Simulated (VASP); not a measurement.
Crystal: PbS.

```
Pb S
1.0
     0.00000    2.98723    2.98723
     2.98723    0.00000    2.98723
     2.98723    2.98723    0.00000
Pb S
1 1
Direct
  0.00000 0.00000 0.00000
  0.50000 0.50000 0.50000
```

Program: VASP 6.6.1. Alike in all runs: task single point; no spin polarisation; cell as given; cutoff (eV) 520; smearing gaussian 0.01 eV.

Order these runs on this cell by their band gap on the k mesh, lowest first.
A. level HSE06; potentials or basis VASP PAW PBE potentials, release 64 (Pb_d, S); k mesh 4 × 4 × 4; grid for exact exchange (PRECFOCK) Normal; screening parameter 0.2079 1/Å
B. level r2SCAN; potentials or basis VASP PAW PBE potentials, release 64 (Pb_d, S); k mesh 4 × 4 × 4
C. level LDA; potentials or basis VASP PAW LDA potentials, release 64 (Pb_d, S); k mesh 4 × 4 × 4
D. level PBE; potentials or basis VASP PAW PBE potentials, release 64 (Pb_d, S); k mesh 6 × 6 × 6

C (0.28 eV), D (0.44 eV), B (0.70 eV), A (0.89 eV).

Caveats: some runs use coarse meshes; spin-orbit coupling is left out, which moves the levels of the heavy elements.

A k mesh can miss the band edges.
